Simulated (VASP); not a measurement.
Here is a VASP 6.6.1 calculation.

The input INCAR:

```
SYSTEM = Si
PREC = Accurate ; ENCUT = 520
EDIFF = 1E-6 ; ISMEAR = -1
SIGMA = 0.1 ; LREAL = .FALSE.
LASPH = .TRUE. ; NELM = 80
ALGO = Normal ; ISIF = 2
LWAVE = .FALSE. ; LCHARG = .FALSE.
NBANDS = 21
```

File KPOINTS:

```
regular mesh
0
G
  5 5 5
  0 0 0
```

Contents of POSCAR:

```
Si
1.0
   -3.3360831900      3.3360831900      3.3360831900
    3.3360831900     -3.3360831900      3.3360831900
    3.3360831900      3.3360831900     -3.3360831900
Si
6
Direct
    0.7500000000      0.2500000000      0.5000000000
    0.7500000000      0.5000000000      0.2500000000
    0.5000000000      0.2500000000      0.7500000000
    0.2500000000      0.5000000000      0.7500000000
    0.2500000000      0.7500000000      0.5000000000
    0.5000000000      0.7500000000      0.2500000000
```

Potentials or basis: VASP PAW LDA potentials, release 64 (Si).

The run is started by

```sh
$ cat potpaw_LDA.64/Si/POTCAR > POTCAR
$ mpirun -np 1 vasp_std > vasp.out
```

**Question.** Predict the pressure.

**Answer.** -0.7 GPa.

**Question.** Predict the band gap on the k mesh.

**Answer.** 0.23 eV, direct.

A k mesh can miss the band edges.
